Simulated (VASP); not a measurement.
# Ca (Immm) in VASP: further runs

Runs on Ca. Level: PBEsol. Tasks: single point.

All numbers are computed with VASP 6.6.1; they aren't measurements. Logs are shortened: lines on timing, memory, paths and dates and some standing lists are left out, and cuts for length are marked.

### Step 1. The cell of the first run

The typed cell holds 1 atom: a = 3.732 Å, b = 3.732 Å, c = 3.732 Å, α = 119.89°, β = 119.92°, γ = 90.17°.

### Step 2. Single point, PBEsol

INCAR

```
PREC = Accurate
ENCUT = 520
EDIFF = 1E-6
ISMEAR = -1
SIGMA = 0.05
LREAL = False
LASPH = True
NELM = 60
ALGO = Normal
ISIF = 2
LWAVE = False
LCHARG = True
GGA = PS
LELF = True
LVHAR = True
NBANDS = 11
```

KPOINTS

```
Automatic mesh
0
Gamma
  9 9 9
```

POSCAR

```
Ca
1.0
   -1.8692953840      1.8685177455      2.6351933662
    1.8692953840     -1.8685177455      2.6351933662
    1.8692953840      1.8685177455     -2.6351933662
Ca
1
Direct
    0.5000000000      0.5000000000      0.0000000000
```

Potentials or basis: VASP PAW PBE potentials, release 64 (Ca_sv).

Started as:

```sh
> cat potpaw_PBE.64/Ca_sv/POTCAR > POTCAR
> mpirun -np 1 vasp_std > vasp.out
```

OUTCAR:

```text
PREC = Accurate
   ENCUT = 520
   EDIFF = 1E-6
   ISMEAR = -1
   LREAL = False
   LASPH = True
   NELM = 60
   ISIF = 2
   GGA = PS

 ion  position               nearest neighbor table
   1  0.500  0.500  0.000-

  LATTYP: Found a body centered orthorhombic cell.
 ALAT       =     3.7370354910
 B/A-ratio  =     1.0004161793
 C/A-ratio  =     1.4103121967

  Lattice vectors:

 A1 = (   1.8692953840,  -1.8685177455,  -2.6351933662)
 A2 = (  -1.8692953840,   1.8685177455,  -2.6351933662)
 A3 = (   1.8692953840,   1.8685177455,   2.6351933662)

Analysis of symmetry for initial positions (statically):
=====================================================================
 Subroutine PRICEL returns:
 Original cell was already a primitive cell.

 Routine SETGRP: Setting up the symmetry group for a
 body centered orthorhombic supercell.

 Subroutine GETGRP returns: Found  8 space group operations
 (whereof  8 operations were pure point group operations)
 out of a pool of  8 trial point group operations.

The static configuration has the point symmetry D_2h.

Analysis of symmetry for dynamics (positions and initial velocities):
=====================================================================
 Subroutine PRICEL returns:
 Original cell was already a primitive cell.

 Routine SETGRP: Setting up the symmetry group for a
 body centered orthorhombic supercell.

 Subroutine GETGRP returns: Found  8 space group operations
 (whereof  8 operations were pure point group operations)
 out of a pool of  8 trial point group operations.

The dynamic configuration has the point symmetry D_2h.

 Subroutine INISYM returns: Found  8 space group operations
 (whereof  8 operations are pure point group operations),
 and found     1 'primitive' translations

----------------------------------------------------------------------------------------

                                     Primitive cell

  volume of cell :      36.8169

  direct lattice vectors                    reciprocal lattice vectors
    -1.869295384  1.868517745  2.635193366     0.000000000  0.267591786  0.189739397
     1.869295384 -1.868517745  2.635193366     0.267480466  0.000000000  0.189739397
     1.869295384  1.868517745 -2.635193366     0.267480466  0.267591786  0.000000000

  length of vectors
     3.732273821  3.732273821  3.732273821     0.328034148  0.327943346  0.378353226

  position of ions in fractional coordinates (direct lattice)
     0.500000000  0.500000000  0.000000000
[... 81 lines left out ...]
   NFREE  =      0    steps in history (QN), initial steepest desc. (CG)
   ISIF   =      2    stress and relaxation
   ISYM   =      2    0-nonsym 1-usesym 2-fastsym
   POTIM  = 0.5000    time-step for ionic-motion
   TEBEG  =    0.0;   TEEND  =   0.0 temperature during run
   PSTRESS=    0.0 pullay stress
   NELECT =      10.0000    total number of electrons
   NUPDOWN=      -1.0000    fix difference up-down
   EMIN   =  10.00;   EMAX   =-10.00  energy-range for DOS
   EFERMI =   0.00;   METHOD = LEGACY
   ISMEAR =    -1;   SIGMA  =   0.05  broadening in eV -4-tet -1-fermi 0-gaus
   EFERMI_NEDOS =   21; number of points for ismear=-14 and -15
   IALGO  =     38    algorithm
   IMIX   =      4    mixing-type and parameters
     AMIX     =   0.40;   BMIX     =  1.00
     AMIX_MAG =   1.60;   BMIX_MAG =  1.00
  volume/ion in A,a.u.               =      36.82       248.45
  Fermi-wavevector in a.u.,A,eV,Ry     =   1.060211  2.003508 15.293591  1.124047
  Thomas-Fermi vector in A             =   2.195584
   LORBIT       =      0    0 simple, 1 ext, 2 COOP (PROOUT), +10 PAW based schemes
   GGA     = PS    functional components
   LHFCALC =     F    Hartree Fock is set to
   AEXX    =    0.0000 exact exchange contribution
   IVDW    =     0    specifies the selected vdW correction
   LEPSILON=     F    determine dielectric tensor
   LRPA    =     F    only Hartree local field effects (RPA)
 non-spin polarized calculation
  energy-cutoff  :      520.00
  volume of cell :       36.82
 maximum number of plane-waves:      1010
   NGX = 13   NGY = 13   NGZ = 13

 number of electron      10.0000000 magnetization

 Free energy of the ion-electron system (eV)
  ---------------------------------------------------
  ext. energy  EPLUGINS =         0.00000000
  ---------------------------------------------------
  free energy    TOTEN  =        -2.11354337 eV

  energy without entropy =       -2.10113281  energy(sigma->0) =       -2.10733809

 E-fermi :   2.4520     XC(G=0):  -8.2554

 val. band max:        2.4254410880   @ k =  -0.4444  -0.4444   0.2222
 cond. band min:       2.4569379996   @ k =   0.1111   0.4444   0.0000
 fundamental gap:      0.0314969116
 Fermi energy:         2.4519760256

 k-point     1 :       0.0000    0.0000    0.0000
  band No.  band energies     occupation
      1     -39.0696      2.00000
      2     -20.0372      2.00000
      3     -20.0371      2.00000
      4     -20.0368      2.00000
      5      -1.8188      2.00000
      6       4.9523      0.00000
      7       4.9553      0.00000
      8       4.9689      0.00000
      9       6.2155      0.00000
     10       6.2359      0.00000
     11      12.1878      0.00000
[... 309 lines left out ...]
 k-point    24 :      -0.0000    0.3333    0.0000
  band No.  band energies     occupation
      1     -39.0498      2.00000
      2     -20.2114      2.00000
      3     -20.0608      2.00000
      4     -20.0597      2.00000
      5       0.0851      2.00000
      6       3.3899      0.00000
      7       4.9835      0.00000
      8       4.9998      0.00000
      9       6.5580      0.00000
     10       6.5594      0.00000
     11       9.6270      0.00000

 [... further k-points ...]

------------------------ aborting loop because EDIFF is reached ----------------------------------------

  FORCE on cell =-STRESS in cart. coord.  units (eV):
  Direction    XX          YY          ZZ          XY          YZ          ZX
  --------------------------------------------------------------------------------------
  -------------------------------------------------------------------------------------
  Total        0.4558545      0.4581889      0.4604352      0.0000000      0.0000000      0.0000000
  in kB       19.8376024     19.9391909     20.0369431      0.0000000      0.0000000      0.0000000
  external PRESSURE =      19.9379121 kB  Pullay stress =       0.0000000 kB

 VOLUME and BASIS-vectors are now :
 -----------------------------------------------------------------------------
  energy-cutoff  :      520.00
  volume of cell :       36.82
      direct lattice vectors                 reciprocal lattice vectors
    -1.869295384  1.868517745  2.635193366     0.000000000  0.267591786  0.189739397
     1.869295384 -1.868517745  2.635193366     0.267480466  0.000000000  0.189739397
     1.869295384  1.868517745 -2.635193366     0.267480466  0.267591786  0.000000000

 POSITION                                       TOTAL-FORCE (eV/Angst)
 -----------------------------------------------------------------------------------
      0.00000      0.00000      2.63519        -0.000000     -0.000000     -0.000000
 -----------------------------------------------------------------------------------
    total drift:                                0.000000     -0.000000      0.000000

  FREE ENERGIE OF THE ION-ELECTRON SYSTEM (eV)
  ---------------------------------------------------
  free  energy   TOTEN  =        -2.1135433670 eV

  energy  without entropy=       -2.1011328106  energy(sigma->0) =       -2.10733809
```

OSZICAR:

```text
N       E                     dE             d eps       ncg     rms          rms(c)
DAV:   1     0.715162552479E+02    0.71516E+02   -0.53724E+03  2750   0.824E+02
DAV:   2     0.113214350133E+01   -0.70384E+02   -0.69713E+02  2969   0.225E+02
DAV:   3    -0.196631013744E+01   -0.30985E+01   -0.30763E+01  4721   0.404E+01
DAV:   4    -0.212954602402E+01   -0.16324E+00   -0.16273E+00  3526   0.511E+00
DAV:   5    -0.213084640672E+01   -0.13004E-02   -0.13003E-02  3813   0.576E-01    0.218E+00
DAV:   6    -0.211921697309E+01    0.11629E-01   -0.80026E-03  3487   0.103E+00    0.130E+00
DAV:   7    -0.211370469544E+01    0.55123E-02   -0.14129E-02  3201   0.140E+00    0.956E-02
DAV:   8    -0.211354108298E+01    0.16361E-03   -0.10871E-03  3297   0.292E-01    0.188E-02
DAV:   9    -0.211354299890E+01   -0.19159E-05   -0.57327E-05  3566   0.681E-02    0.306E-03
DAV:  10    -0.211354336703E+01   -0.36814E-06   -0.36763E-06  3844   0.152E-02
   1 F= -.21135434E+01 E0= -.21073381E+01  d E =-.124106E-01
```

Wall time 20 s (1 thread of Intel Xeon Platinum 8559C (Emerald Rapids), shared host); peak memory 0.19 GiB.

Results:

```
Free energy : -2.1135 eV
Pressure    : 2.0 GPa
```

Levels at points of the mesh, in eV from the Fermi level:
| k point | band 3 | band 4 | band 5 | band 6 | band 7 | band 8 |
| --- | --- | --- | --- | --- | --- | --- |
| (0.00, 0.00, 0.00) | -22.49 | -22.49 | -4.27 | 2.50 | 2.50 | 2.52 |

Caveat: the PAW data sets were made with another functional, which shifts forces and pressure a little.

### Step 3. Single point, PBEsol

This run uses another cell than the first one, of 40.60 Å³/atom.

INCAR

```
SYSTEM = Ca
  PREC = Accurate
  ENCUT = 520
  EDIFF = 1E-7
  ISMEAR = -1
  SIGMA = 0.05
  LREAL = .FALSE.
  LASPH = .TRUE.
  NELM = 100
  ALGO = Normal
  ISIF = 2
  LWAVE = .FALSE.
  LCHARG = .TRUE.
  GGA = PS
  LELF = .TRUE.
  LVHAR = .TRUE.
  NBANDS = 11
```

KPOINTS

```
Automatic mesh
0
G
  9 9 9
  0 0 0
```

POSCAR

```
Ca
1.0
   -1.9304563458      1.9325990006      2.7203232971
    1.9304563458     -1.9325990006      2.7203232971
    1.9304563458      1.9325990006     -2.7203232971
Ca
1
Direct
    0.5000000000      0.5000000000      0.0000000000
```

Potentials or basis: VASP PAW PBE potentials, release 64 (Ca_sv).

Started as:

```sh
> cat potpaw_PBE.64/Ca_sv/POTCAR > POTCAR
> mpirun -np 1 vasp_std > vasp.out
```

OUTCAR:

```text
SYSTEM = Ca
   PREC = Accurate
   ENCUT = 520
   EDIFF = 1E-7
   ISMEAR = -1
   LREAL = .FALSE.
   LASPH = .TRUE.
   NELM = 100
   ISIF = 2
   GGA = PS

 ion  position               nearest neighbor table
   1  0.500  0.500  0.000-

  LATTYP: Found a body centered orthorhombic cell.
 ALAT       =     3.8609126916
 B/A-ratio  =     1.0011099214
 C/A-ratio  =     1.4091607422

  Lattice vectors:

 A1 = (  -1.9304563458,   1.9325990006,   2.7203232971)
 A2 = (   1.9304563458,  -1.9325990006,   2.7203232971)
 A3 = (   1.9304563458,   1.9325990006,  -2.7203232971)

Analysis of symmetry for initial positions (statically):
=====================================================================
 Subroutine PRICEL returns:
 Original cell was already a primitive cell.

 Routine SETGRP: Setting up the symmetry group for a
 body centered orthorhombic supercell.

 Subroutine GETGRP returns: Found  8 space group operations
 (whereof  8 operations were pure point group operations)
 out of a pool of  8 trial point group operations.

The static configuration has the point symmetry D_2h.

Analysis of symmetry for dynamics (positions and initial velocities):
=====================================================================
 Subroutine PRICEL returns:
 Original cell was already a primitive cell.

 Routine SETGRP: Setting up the symmetry group for a
 body centered orthorhombic supercell.

 Subroutine GETGRP returns: Found  8 space group operations
 (whereof  8 operations were pure point group operations)
 out of a pool of  8 trial point group operations.

The dynamic configuration has the point symmetry D_2h.

 Subroutine INISYM returns: Found  8 space group operations
 (whereof  8 operations are pure point group operations),
 and found     1 'primitive' translations

[... 116 lines left out ...]
   LORBIT       =      0    0 simple, 1 ext, 2 COOP (PROOUT), +10 PAW based schemes
   GGA     = PS    functional components
   LHFCALC =     F    Hartree Fock is set to
   AEXX    =    0.0000 exact exchange contribution
   IVDW    =     0    specifies the selected vdW correction
   LEPSILON=     F    determine dielectric tensor
   LRPA    =     F    only Hartree local field effects (RPA)
 non-spin polarized calculation
  energy-cutoff  :      520.00
  volume of cell :       40.60
 maximum number of plane-waves:      1111
 NGX is ok and might be reduce to    30
   NGX = 15   NGY = 15   NGZ = 15

 number of electron      10.0000002 magnetization

 Free energy of the ion-electron system (eV)
  ---------------------------------------------------
  ext. energy  EPLUGINS =         0.00000000
  ---------------------------------------------------
  free energy    TOTEN  =        -2.13675629 eV

  energy without entropy =       -2.12394002  energy(sigma->0) =       -2.13034815

 E-fermi :   2.0376     XC(G=0):  -7.9342

 val. band max:        2.0350362186   @ k =   0.4444  -0.4444   0.2222
 cond. band min:       2.0386430492   @ k =  -0.4444   0.4444   0.2222
 fundamental gap:      0.0036068306
 Fermi energy:         2.0375583262

 k-point     1 :       0.0000    0.0000    0.0000
  band No.  band energies     occupation
      1     -39.7075      2.00000
      2     -20.6943      2.00000
      3     -20.6942      2.00000
      4     -20.6939      2.00000
      5      -2.0589      2.00000
      6       4.4111      0.00000
      7       4.4186      0.00000
      8       4.4341      0.00000
      9       5.5384      0.00000
     10       5.5637      0.00000
     11      11.3403      0.00000
[... 309 lines left out ...]
 k-point    24 :       0.0000    0.3333    0.0000
  band No.  band energies     occupation
      1     -39.6949      2.00000
      2     -20.8169      2.00000
      3     -20.7113      2.00000
      4     -20.7106      2.00000
      5      -0.2789      2.00000
      6       2.9405      0.00000
      7       4.4382      0.00000
      8       4.4678      0.00000
      9       5.8482      0.00000
     10       5.8496      0.00000
     11       8.5604      0.00000

 [... further k-points ...]

------------------------ aborting loop because EDIFF is reached ----------------------------------------

  FORCE on cell =-STRESS in cart. coord.  units (eV):
  Direction    XX          YY          ZZ          XY          YZ          ZX
  --------------------------------------------------------------------------------------
  -------------------------------------------------------------------------------------
  Total        0.0051877     -0.0024317      0.0075913      0.0000000      0.0000000      0.0000000
  in kB        0.2047397     -0.0959707      0.2996012      0.0000000      0.0000000      0.0000000
  external PRESSURE =       0.1361234 kB  Pullay stress =       0.0000000 kB

 VOLUME and BASIS-vectors are now :
 -----------------------------------------------------------------------------
  energy-cutoff  :      520.00
  volume of cell :       40.60
      direct lattice vectors                 reciprocal lattice vectors
    -1.930456346  1.932599001  2.720323297     0.000000000  0.258718958  0.183801683
     1.930456346 -1.932599001  2.720323297     0.259006116  0.000000000  0.183801683
     1.930456346  1.932599001 -2.720323297     0.259006116  0.258718958  0.000000000

 POSITION                                       TOTAL-FORCE (eV/Angst)
 -----------------------------------------------------------------------------------
      0.00000      0.00000      2.72032         0.000000     -0.000000      0.000000
 -----------------------------------------------------------------------------------
    total drift:                                0.000000     -0.000000      0.000000

  FREE ENERGIE OF THE ION-ELECTRON SYSTEM (eV)
  ---------------------------------------------------
  free  energy   TOTEN  =        -2.1367562853 eV

  energy  without entropy=       -2.1239400177  energy(sigma->0) =       -2.13034815
```

Wall time 34 s (1 thread of Intel Xeon Platinum 8559C (Emerald Rapids), shared host); peak memory 0.2 GiB.

What came out:

```yaml
Free_energy: -2.1368 eV
Pressure: 0.0 GPa
Band_gap_on_the_k_mesh: zero (bands 5 and 6 overlap by 0.08 eV)
```

Caveat: the PAW data sets were made with another functional, which shifts forces and pressure a little.
